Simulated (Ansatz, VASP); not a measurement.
## V: VASP beside Ansatz

File INCAR:

```
PREC = Accurate
ENCUT = 520
EDIFF = 1E-6
ISMEAR = -1
SIGMA = 0.03
LREAL = False
LASPH = True
NELM = 150
ALGO = Normal
ISIF = 2
LWAVE = False
LCHARG = False
ISPIN = 2
MAGMOM = 1.5
LORBIT = 11
LMAXMIX = 4
GGA = PS
NBANDS = 16
```

File KPOINTS:

```
regular mesh
0
Gamma
  19 19 19
```

The input POSCAR:

```
V
1.0
   -1.5329101780      1.5329101780      1.5329101780
    1.5329101780     -1.5329101780      1.5329101780
    1.5329101780      1.5329101780     -1.5329101780
V
1
Direct
    0.0000000000      0.0000000000      0.0000000000
```

Input for Ansatz:

```yaml
crystal:
  lattice:
    - [-1.532910178, 1.532910178, 1.532910178]
    - [1.532910178, -1.532910178, 1.532910178]
    - [1.532910178, 1.532910178, -1.532910178]
  atoms:
    - { symbol: V, position: [0.0, 0.0, 0.0], spin: 1.5 }
magnetization:
  spin_polarized: true
kpoints:
  mp_grid: { grid: [19, 19, 19] }
scf:
  occupations: { method: fermi_dirac, width: 0.03 }
hamiltonian:
  xc: pbesol
  pseudopotentials: { kind: all_electron, lapw: { basis_error: 0.001 } }
output:
  forces: true
  stress: true
  eigenvalues: true
```

Change from the starting cell: volume scaled by 1.04.

Alike in both runs: task single point; functional PBEsol; k mesh 19 × 19 × 19; occupations fermi-dirac, width 0.03 eV; collinear spin.

|  | VASP | Ansatz |
| --- | --- | --- |
| version | VASP 6.6.1 | Ansatz 0.2.0 |
| potentials or method | VASP PAW PBE potentials, release 64 (V_sv), cutoff 520 eV | all-electron LAPW, scalar-relativistic |

|  | VASP | Ansatz | Ansatz less VASP |
| --- | --- | --- | --- |
| pressure (GPa) | -17.1 | -17.3 | -0.19 |
| net moment per atom (μB) | 0.00 | 0.00 | -0.001 |

VASP's potentials were made for PBE, not for PBEsol. Ansatz ran all-electron here, and VASP with PAW potentials. Ansatz's warnings: seeded moment not kept.
